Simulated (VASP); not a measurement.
Write the native input for VASP 6.6.1 that does the following.

| Item | Value |
| --- | --- |
| Task | single point |
| Functional | PBEsol |
| Potentials or basis | VASP PAW PBE potentials, release 64 (Si) |
| Cutoff | 520 eV |
| k mesh | 17 × 17 × 17 |
| Occupations | fermi-dirac, width 0.05 eV |
| Spin | no spin polarisation |
| Dipole correction | no |
| Further INCAR settings | ALGO = Normal; EDIFF = 1e-06; NBANDS = 8 |

The structure of Si lies in POSCAR:

```
Si
1.0
    0.0000000000      1.9160484818      1.9160484818
    1.9160484818      0.0000000000      1.9160484818
    1.9160484818      1.9160484818      0.0000000000
Si
1
Direct
    0.0000000000      0.0000000000      0.0000000000
```

The input as run:

INCAR

```
SYSTEM = Si
ALGO = Normal ; EDIFF = 1E-6
ENCUT = 520 ; GGA = PS
ISIF = 2 ; ISMEAR = -1
LASPH = .TRUE. ; LCHARG = .TRUE.
LELF = .TRUE. ; LREAL = .FALSE.
LVHAR = .TRUE. ; LWAVE = .FALSE.
NBANDS = 8 ; NELM = 60
PREC = Accurate ; SIGMA = 0.05
```

KPOINTS

```
k-points
0
G
  17 17 17
  0 0 0
```

Potentials or basis: VASP PAW PBE potentials, release 64 (Si).

The run is started by

```console
$ cat potpaw_PBE.64/Si/POTCAR > POTCAR
$ mpirun -np 1 vasp_std > vasp.out
```

It gave:

* Pressure: 0.1 GPa
* Band gap on the k mesh: zero (band 2 reaches 21.97 eV, above the bottom of band 3 at 7.42 eV)

Caveat: the PAW data sets were made with another functional, which shifts forces and pressure a little.

Wall time 8.8 s on 1 thread of AMD EPYC 7R13 Processor (Zen 3), with other jobs on the host, peak memory 0.09 GiB.
